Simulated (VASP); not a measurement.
Runs of VASP 6.6.1 on CaO. It takes space group Fm-3m (No. 225, cubic). Conventional cell: a = 4.795 Å, b = 4.795 Å, c = 4.795 Å, α = 90.00°, β = 90.00°, γ = 90.00°. Within 3.2 Å of Ca (site symmetry m-3m) lie 6 O at 2.40 Å. Within 3.2 Å of O (site symmetry m-3m) lie 6 Ca at 2.40 Å. 

```csv
level,k mesh,grid for exact exchange (PRECFOCK),screening parameter,gap on the mesh (eV),pressure (GPa)
r2SCAN,6 × 6 × 6,-,-,4.19,1.1
HSE06,6 × 6 × 6,Normal,0.2079 1/Å,(b),1.0
PBE0,6 × 6 × 6,Normal,-,(a),0.8
PBE,10 × 10 × 10,-,-,3.63,3.1
PBE,6 × 6 × 6,-,-,3.63,3.1
```

Alike in all rows: task single point; potentials or basis VASP PAW PBE potentials, release 64 (Ca_sv, O); no spin polarisation; cell as given; cutoff (eV) 520; smearing gaussian 0.01 eV.

Task: Estimate the missing entries.

Result: (a) 6.05; (b) 5.29.

Caveats: the PAW data sets were made with another functional, which shifts forces and pressure a little (some runs).

A k mesh can miss the band edges.
